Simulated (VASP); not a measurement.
# Rh in VASP: a series of runs

The runs below take Rh through relaxation of the atoms, single point, with LDA, PBE+U.

Everything below comes from runs of VASP 6.6.1. Logs are shortened: lines on timing, memory, paths and dates and some standing lists are left out, and cuts for length are marked.

### 1 The cell of the first run

The cell holds a slab with vacuum, 3 atoms: a = 2.708 Å, b = 2.708 Å, c = 17.830 Å, α = 90.00°, β = 90.00°, γ = 90.00°.

### 2 Relaxation of the atoms, LDA

INCAR

```
SYSTEM = Rh
  PREC = Accurate
  ENCUT = 520
  EDIFF = 1E-6
  ISMEAR = 0
  SIGMA = 0.1
  LREAL = .False.
  LASPH = .True.
  NELM = 100
  ALGO = Normal
  ISIF = 2
  LWAVE = .False.
  LCHARG = .False.
  LDIPOL = .True.
  IDIPOL = 3
  DIPOL = 0.5 0.5 0.500
  IBRION = 2
  NSW = 70
  EDIFFG = -0.03
  LUSENCCL = .False.
```

KPOINTS

```
Automatic mesh
0
Gamma
  11 11 1
  0 0 0
```

POSCAR

```
Rh
1.0
    2.7082931626      0.0000000000      0.0000000000
    0.0000000000      2.7082931626      0.0000000000
    0.0000000000      0.0000000000     17.8301049214
Rh
3
Selective dynamics
Direct
    0.5000000000      0.5000000000      0.3925944368  F F F
    0.0000000000      0.0000000000      0.5000000000  T T T
    0.5000000000      0.5000000000      0.6074055632  T T T
```

Potentials or basis: VASP PAW LDA potentials, release 64 (Rh_pv).

Run with:

```
$ cat potpaw_LDA.64/Rh_pv/POTCAR > POTCAR
$ mpirun -np 1 vasp_std > vasp.out
```

OUTCAR:

```text
SYSTEM = Rh
   PREC = Accurate
   ENCUT = 520
   EDIFF = 1E-6
   ISMEAR = 0
   LREAL = .False.
   LASPH = .True.
   NELM = 100
   ISIF = 2
   IBRION = 2
   NSW = 70
   EDIFFG = -0.03

 ion  position               nearest neighbor table
   1  0.500  0.500  0.393-   2 2.71   2 2.71   2 2.71   2 2.71
   2  0.000  0.000  0.500-   1 2.71   3 2.71   1 2.71   3 2.71   1 2.71   3 2.71   1 2.71   3 2.71

   3  0.500  0.500  0.607-   2 2.71   2 2.71   2 2.71   2 2.71

  LATTYP: Found a simple tetragonal cell.
 ALAT       =     2.7082931626
 C/A-ratio  =     6.5835210042

  Lattice vectors:

 A1 = (   2.7082931626,   0.0000000000,   0.0000000000)
 A2 = (   0.0000000000,   2.7082931626,   0.0000000000)
 A3 = (   0.0000000000,   0.0000000000,  17.8301049214)

Analysis of symmetry for initial positions (statically):
=====================================================================
 Subroutine PRICEL returns:
 Original cell was already a primitive cell.

 Routine SETGRP: Setting up the symmetry group for a
 simple tetragonal supercell.

 Subroutine GETGRP returns: Found 16 space group operations
 (whereof 16 operations were pure point group operations)
 out of a pool of 16 trial point group operations.

The static configuration has the point symmetry D_4h.

Analysis of symmetry for dynamics (positions and initial velocities):
=====================================================================
 Subroutine PRICEL returns:
 Original cell was already a primitive cell.

 Routine SETGRP: Setting up the symmetry group for a
 simple tetragonal supercell.

 Subroutine GETGRP returns: Found 16 space group operations
 (whereof 16 operations were pure point group operations)
 out of a pool of 16 trial point group operations.

The dynamic configuration has the point symmetry D_4h.

Analysis of constrained symmetry for selective dynamics:
=====================================================================
 Subroutine PRICEL returns:
 Original cell was already a primitive cell.

 Routine SETGRP: Setting up the symmetry group for a
 simple tetragonal supercell.

 Subroutine GETGRP returns: Found  8 space group operations
 (whereof  8 operations were pure point group operations)
 out of a pool of 16 trial point group operations.

The constrained configuration has the point symmetry C_4v.

 Subroutine INISYM returns: Found  8 space group operations
 (whereof  8 operations are pure point group operations),
 and found     1 'primitive' translations

----------------------------------------------------------------------------------------

                                     Primitive cell

  volume of cell :     130.7812

  direct lattice vectors                    reciprocal lattice vectors
     2.708293163  0.000000000  0.000000000     0.369236246  0.000000000  0.000000000
     0.000000000  2.708293163  0.000000000     0.000000000  0.369236246  0.000000000
     0.000000000  0.000000000 17.830104921     0.000000000  0.000000000  0.056084920

  length of vectors
     2.708293163  2.708293163 17.830104921     0.369236246  0.369236246  0.056084920

  position of ions in fractional coordinates (direct lattice)
     0.500000000  0.500000000  0.392594437
     0.000000000  0.000000000  0.500000000
     0.500000000  0.500000000  0.607405563

  ion indices of the primitive-cell ions
   primitive index   ion index
                 1           1
                 2           2
                 3           3

----------------------------------------------------------------------------------------

 KPOINTS: Automatic mesh

Automatic generation of k-mesh.
 Grid dimensions read from file:
 generate k-points for:   11   11    1

 Generating k-lattice:

  Cartesian coordinates                     Fractional coordinates (reciprocal lattice)
     0.033566931  0.000000000  0.000000000     0.090909091  0.000000000  0.000000000
     0.000000000  0.033566931  0.000000000     0.000000000  0.090909091  0.000000000
     0.000000000  0.000000000  0.056084920     0.000000000  0.000000000  1.000000000

  Length of vectors
     0.033566931  0.033566931  0.056084920

  Shift w.r.t. Gamma in fractional coordinates (k-lattice)
     0.000000000  0.000000000  0.000000000

 Subroutine IBZKPT returns following result:
 ===========================================

 Found     21 irreducible k-points:

 Following reciprocal coordinates:
            Coordinates               Weight
  0.000000  0.000000  0.000000      1.000000
  0.090909  0.000000  0.000000      4.000000
  0.181818  0.000000  0.000000      4.000000
  0.272727  0.000000  0.000000      4.000000
  0.363636  0.000000  0.000000      4.000000
  0.454545  0.000000  0.000000      4.000000
[... 13 lines left out ...]
  0.454545  0.363636  0.000000      8.000000
  0.454545  0.454545  0.000000      4.000000
   k-points           NKPTS =     21   k-points in BZ     NKDIM =     21   number of bands    NBANDS=     27
   number of dos      NEDOS =    301   number of ions     NIONS =      3
   total plane-waves  NPLWV =  56000
   dimension x,y,z NGX =    20 NGY =   20 NGZ =  140
   dimension x,y,z NGXF=    40 NGYF=   40 NGZF=  280
   ions per type =               3
   NGX,Y,Z   is equivalent  to a cutoff of  12.28, 12.28, 13.05 a.u.
   NGXF,Y,Z  is equivalent  to a cutoff of  24.55, 24.55, 26.11 a.u.
 SYSTEM =  Rh
   PREC   = accura    normal or accurate (medium, high low for compatibility)
   ISTART =      0    job   : 0-new  1-cont  2-samecut
   ICHARG =      2    charge: 1-file 2-atom 10-const
   ISPIN  =      1    spin polarized calculation?
   LNONCOLLINEAR =      F non collinear calculations
   LSORBIT =      F    spin-orbit coupling
   LASPH  =      T    aspherical Exc in radial PAW
   ENCUT  =  520.0 eV  38.22 Ry    6.18 a.u.   5.04  5.04 33.15*2*pi/ulx,y,z
   NELM   =    100;   NELMIN=  2; NELMDL= -5     # of ELM steps
   EDIFF  = 0.1E-05   stopping-criterion for ELM
   LREAL  =      F    real-space projection
   EDIFFG = -.3E-01   stopping-criterion for IOM
   NSW    =     70    number of steps for IOM
   IBRION =      2    ionic relax: 0-MD 1-quasi-New 2-CG
   NFREE  =      1    steps in history (QN), initial steepest desc. (CG)
   ISIF   =      2    stress and relaxation
   ISYM   =      2    0-nonsym 1-usesym 2-fastsym
   POTIM  = 0.5000    time-step for ionic-motion
   TEBEG  =    0.0;   TEEND  =   0.0 temperature during run
   PSTRESS=    0.0 pullay stress
   NELECT =      45.0000    total number of electrons
   NUPDOWN=      -1.0000    fix difference up-down
   EMIN   =  10.00;   EMAX   =-10.00  energy-range for DOS
   EFERMI =   0.00;   METHOD = LEGACY
   ISMEAR =     0;   SIGMA  =   0.10  broadening in eV -4-tet -1-fermi 0-gaus
   EFERMI_NEDOS =   21; number of points for ismear=-14 and -15
   IALGO  =     38    algorithm
   IMIX   =      4    mixing-type and parameters
     AMIX     =   0.40;   BMIX     =  1.00
     AMIX_MAG =   1.60;   BMIX_MAG =  1.00
  volume/ion in A,a.u.               =      43.59       294.18
  Fermi-wavevector in a.u.,A,eV,Ry     =   1.147177  2.167851 17.905485  1.316016
  Thomas-Fermi vector in A             =   2.283858
   LORBIT       =      0    0 simple, 1 ext, 2 COOP (PROOUT), +10 PAW based schemes
   GGA     = CA    functional components
   LHFCALC =     F    Hartree Fock is set to
   AEXX    =    0.0000 exact exchange contribution
   IVDW    =     0    specifies the selected vdW correction
   LEPSILON=     F    determine dielectric tensor
   LRPA    =     F    only Hartree local field effects (RPA)
 conjugate gradient relaxation of ions
 non-spin polarized calculation
 Gauss-broadening in eV      SIGMA  =   0.10
  energy-cutoff  :      520.00
  volume of cell :      130.78
 maximum number of plane-waves:      3547
   NGX = 11   NGY = 11   NGZ = 67

--------------------------------------- Ionic step        1  -------------------------------------------

 number of electron      45.0000023 magnetization

 Free energy of the ion-electron system (eV)
  ---------------------------------------------------
  ext. energy  EPLUGINS =         0.00000000
  ---------------------------------------------------
  free energy    TOTEN  =       -23.09688324 eV

  energy without entropy =      -23.06267699  energy(sigma->0) =      -23.07978011

------------------------ aborting loop because EDIFF is reached ----------------------------------------

  FORCE on cell =-STRESS in cart. coord.  units (eV):
  Direction    XX          YY          ZZ          XY          YZ          ZX
  --------------------------------------------------------------------------------------
  -------------------------------------------------------------------------------------
  Total       -7.4214989     -7.4214989     -5.2559732      0.0000000     -0.0000000      0.0000000
  in kB      -90.9194842    -90.9194842    -64.3900085      0.0000000     -0.0000000      0.0000000
  external PRESSURE =     -82.0763256 kB  Pullay stress =       0.0000000 kB
[... 98 lines left out ...]
--------------------------------------- Ionic step        4  -------------------------------------------

 number of electron      45.0000023 magnetization

------------------------ aborting loop because EDIFF is reached ----------------------------------------

 vacuum level on the upper side and lower side of the slab       (xc-potential included)         0.030        -0.050

  FORCE on cell =-STRESS in cart. coord.  units (eV):
  Direction    XX          YY          ZZ          XY          YZ          ZX
  --------------------------------------------------------------------------------------
  -------------------------------------------------------------------------------------
  Total       -5.1210641     -5.1210641     -1.5640303      0.0000000      0.0000000     -0.0000000
  in kB      -62.7372597    -62.7372597    -19.1606616      0.0000000      0.0000000     -0.0000000
  external PRESSURE =     -48.2117270 kB  Pullay stress =       0.0000000 kB

 VOLUME and BASIS-vectors are now :
 -----------------------------------------------------------------------------
  energy-cutoff  :      520.00
  volume of cell :      130.78
      direct lattice vectors                 reciprocal lattice vectors
     2.708293163  0.000000000  0.000000000     0.369236246  0.000000000  0.000000000
     0.000000000  2.708293163  0.000000000     0.000000000  0.369236246  0.000000000
     0.000000000  0.000000000 17.830104921     0.000000000  0.000000000  0.056084920
[... 9 lines left out ...]
  FREE ENERGIE OF THE ION-ELECTRON SYSTEM (eV)
  ---------------------------------------------------
  free  energy   TOTEN  =       -23.2867964615 eV

  energy  without entropy=      -23.2573662532  energy(sigma->0) =      -23.27208136

 dipolmoment           0.000000      0.000000      0.000629 electrons x Angstroem

--------------------------------------- Ionic step        5  -------------------------------------------

 number of electron      45.0000023 magnetization

 dipolmoment           0.000000      0.000000     -0.000091 electrons x Angstroem

 Free energy of the ion-electron system (eV)
  ---------------------------------------------------
  ext. energy  EPLUGINS =         0.00000000
  ---------------------------------------------------
  free energy    TOTEN  =       -23.33091767 eV

  energy without entropy =      -23.30542677  energy(sigma->0) =      -23.31817222

 E-fermi :   0.0983     XC(G=0):  -5.5684

 val. band max:        0.0940784064   @ k =   0.3636   0.3636   0.0000
 cond. band min:       0.1352767421   @ k =   0.1818   0.0909   0.0000
 fundamental gap:      0.0411983357
 Fermi energy:         0.0983067020

 k-point     1 :       0.0000    0.0000    0.0000
  band No.  band energies     occupation
      1     -46.7640      2.00000
      2     -46.5663      2.00000
      3     -46.5663      2.00000
      4     -45.8463      2.00000
      5     -45.7498      2.00000
      6     -45.7498      2.00000
[... 619 lines left out ...]
     26       5.2097      0.00000
     27       7.9141      0.00000

------------------------ aborting loop because EDIFF is reached ----------------------------------------

 vacuum level on the upper side and lower side of the slab       (xc-potential included)        -0.010        -0.008

  FORCE on cell =-STRESS in cart. coord.  units (eV):
  Direction    XX          YY          ZZ          XY          YZ          ZX
  --------------------------------------------------------------------------------------
  -------------------------------------------------------------------------------------
  Total       -4.1335287     -4.1335287     -0.0015511      0.0000000      0.0000000      0.0000000
  in kB      -50.6391368    -50.6391368     -0.0190019      0.0000000      0.0000000      0.0000000
  external PRESSURE =     -33.7657585 kB  Pullay stress =       0.0000000 kB

 VOLUME and BASIS-vectors are now :
 -----------------------------------------------------------------------------
  energy-cutoff  :      520.00
  volume of cell :      130.78
      direct lattice vectors                 reciprocal lattice vectors
     2.708293163  0.000000000  0.000000000     0.369236246  0.000000000  0.000000000
     0.000000000  2.708293163  0.000000000     0.000000000  0.369236246  0.000000000
     0.000000000  0.000000000 17.830104921     0.000000000  0.000000000  0.056084920
[... 9 lines left out ...]
  FREE ENERGIE OF THE ION-ELECTRON SYSTEM (eV)
  ---------------------------------------------------
  free  energy   TOTEN  =       -23.3309176678 eV

  energy  without entropy=      -23.3054267742  energy(sigma->0) =      -23.31817222

 reached required accuracy - stopping structural energy minimisation

 vacuum level on the upper side and lower side of the slab         5.389         5.391
```

Wall time 4.9 min (1 × NVIDIA H100 80GB with 1 thread of AMD EPYC 7R13 (Zen 3), shared host); peak memory 1.3 GiB.

Results:

- Free energy: -23.3309 eV
- Energy gained by relaxing: 78.0 meV/atom
- Ionic steps: 5
- Band gap on the k mesh: zero (an odd number of electrons rules out a gap without spin polarisation)

Step by step:
| step | energy change (eV) | largest force on free atoms (eV/Å) | pressure (GPa) |
| --- | --- | --- | --- |
| 1 | 0.0000 | 1.3669 | -8.21 |
| 2 | -0.0770 | 0.9495 | -7.32 |
| 3 | -0.1321 | 1.1962 | -5.46 |
| 4 | -0.1899 | 0.8407 | -4.82 |
| 5 | -0.2340 | 0.0059 | -3.38 |

Final structure:
```
CELL_PARAMETERS angstrom
2.70829 0.00000 0.00000
0.00000 2.70829 0.00000
0.00000 0.00000 17.83010
ATOMIC_POSITIONS crystal
Rh 0.50000 0.50000 0.39259
Rh 0.00000 0.00000 0.49115
Rh 0.50000 0.50000 0.58972
```

Levels at points of the mesh, in eV from the Fermi level:
```csv
k point,band 20,band 21,band 22,band 23,band 24,band 25
"(0.00, 0.00, 0.00)",-0.94,-0.92,-0.92,0.10,0.50,0.65
```

### 3 Single point, PBE+U

INCAR

```
SYSTEM = Rh
PREC     = Accurate       ! precision mode
ENCUT    = 520            ! plane-wave cutoff, eV
EDIFF    = 1E-6           ! SCF threshold, eV
ISMEAR   = 0              ! smearing method
SIGMA    = 0.1            ! smearing width, eV
LREAL    = .FALSE.        ! projectors in reciprocal space
LASPH    = .TRUE.         ! aspherical terms in the spheres
NELM     = 150            ! most SCF steps
ALGO     = Normal         ! electronic algorithm
ISIF     = 2              ! what is computed and relaxed
LWAVE    = .FALSE.        ! write WAVECAR
LCHARG   = .TRUE.         ! write CHGCAR
LMAXMIX  = 4              ! l up to which the mixer works
LDAU     = .TRUE.         ! DFT+U
LDAUTYPE = 2            
LDAUL    = 2              ! shell
LDAUU    = 2              ! U, eV
LDAUJ    = 0            
LDAUPRINT= 1            
LDIPOL   = .TRUE.       
IDIPOL   = 3            
DIPOL    = 0.5 0.5 0.496
GGA      = PE             ! functional
LELF     = .TRUE.         ! ELF
LVHAR    = .TRUE.       
LVACPOTAV= .TRUE.       
NBANDS   = 30             ! bands
```

KPOINTS

```
regular mesh
0
G
  11 11 1
  0 0 0
```

POSCAR

```
Rh
1.0
    2.7082931623      0.0000000000      0.0000000000
    0.0000000000      2.7082931623      0.0000000000
    0.0000000000      0.0000000000     17.8301049210
Rh
3
Direct
    0.5000000000      0.5000000000      0.3925944368
    0.0000000000      0.0000000000      0.4956207578
    0.5000000000      0.5000000000      0.5985067076
```

Potentials or basis: VASP PAW PBE potentials, release 64 (Rh_pv).

Run with:

```
$ cat potpaw_PBE.64/Rh_pv/POTCAR > POTCAR
$ mpirun -np 1 vasp_std > vasp.out
```

Run time: 2.2 min. Hardware: 1 thread of Intel Xeon Platinum 8259CL at 2.50GHz (Skylake/Cascade Lake), shared host; peak memory 0.24 GiB.

Results (log left out):

```yaml
Free_energy: -13.6278 eV
Largest_force: 0.184 eV/Å
Band_gap_on_the_k_mesh: zero (an odd number of electrons rules out a gap without spin polarisation)
```

Forces on the atoms (eV/Å):
```
Rh   0.000  0.000  0.184
Rh   0.000  0.000 -0.017
Rh   0.000  0.000 -0.167
```

Levels at points of the mesh, in eV from the Fermi level:
```csv
k point,band 19,band 20,band 21,band 22,band 23,band 24,band 25,band 26
"(0.00, 0.00, 0.00)",-1.17,-0.89,-0.74,-0.74,0.16,0.57,0.59,0.72
```

Eigenvalues of the final occupation matrices:
| site | spin | trace | eigenvalues |
| --- | --- | --- | --- |
| site 1 d | 1 | 3.63 | 0.67 0.72 0.72 0.74 0.78 |
| site 1 d | 2 | 3.63 | 0.67 0.72 0.72 0.74 0.78 |
| site 2 d | 1 | 3.59 | 0.67 0.67 0.72 0.72 0.81 |
| site 2 d | 2 | 3.59 | 0.67 0.67 0.72 0.72 0.81 |
| site 3 d | 1 | 3.63 | 0.67 0.72 0.72 0.74 0.78 |
| site 3 d | 2 | 3.63 | 0.67 0.72 0.72 0.74 0.78 |

Caveat: U without spin polarisation on a metal has little footing; the U is typed as a test and isn't derived for this compound.
